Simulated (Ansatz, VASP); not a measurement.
**One calculation of CdPtC6N6, two programs**

```xyz
14
Lattice="0.0000 5.4729 5.4729 5.4729 0.0000 5.4729 5.4729 5.4729 0.0000" Properties=species:S:1:pos:R:3 pbc="T T T"
Cd    5.4729    5.4729    5.4729
Pt    0.0000    0.0000    0.0000
C     5.4729    5.4729    2.0062
C     5.4729    5.4729    8.9396
C     2.0062    5.4729    5.4729
C     8.9396    5.4729    5.4729
C     5.4729    2.0062    5.4729
C     5.4729    8.9396    5.4729
N     5.4729    5.4729    3.1635
N     5.4729    5.4729    7.7823
N     3.1635    5.4729    5.4729
N     7.7823    5.4729    5.4729
N     5.4729    3.1635    5.4729
N     5.4729    7.7823    5.4729
```

Alike in both runs: task electric field gradients; functional PBE; k mesh 5 × 5 × 5; occupations fermi-dirac, width 0.05 eV; no spin polarisation; Hubbard terms Pt d U = 4.0 eV.

|  | VASP | Ansatz |
| --- | --- | --- |
| version | VASP 6.6.1 | Ansatz 0.2.0 |
| potentials or method | VASP PAW PBE potentials, release 64 (Cd, Pt, C, N) | plane-wave PAW, scalar-relativistic |
| plane-wave cutoff (eV) | 520 | 420 |
| valence electrons in the cell | 76 | 92 |

```tsv
	VASP	Ansatz	Ansatz less VASP
gap on the k mesh at the Fermi level (eV)	5.25	5.42	+0.176
pressure (GPa)	1.3	1.8	+0.43
rms of the force components (eV/Å)	0.294	0.116	-0.1784
size of Vzz on the site where it differs most (V/Å²)	51.6	38.7	-12.85
```

The programs project onto different local orbitals, so the same U acts differently, and such runs can settle in different states. Atom by atom the forces differ by 0.409 eV/Å (rms over components). VASP's potentials hold 76 valence electrons a cell and Ansatz's 92, so a difference there can come from the potentials and not from the codes. Ansatz's warnings: xc potential rough in thin density.

Spin-orbit coupling is off throughout. Noted on VASP's run: the standard files for N, O and F lose accuracy on very short bonds.
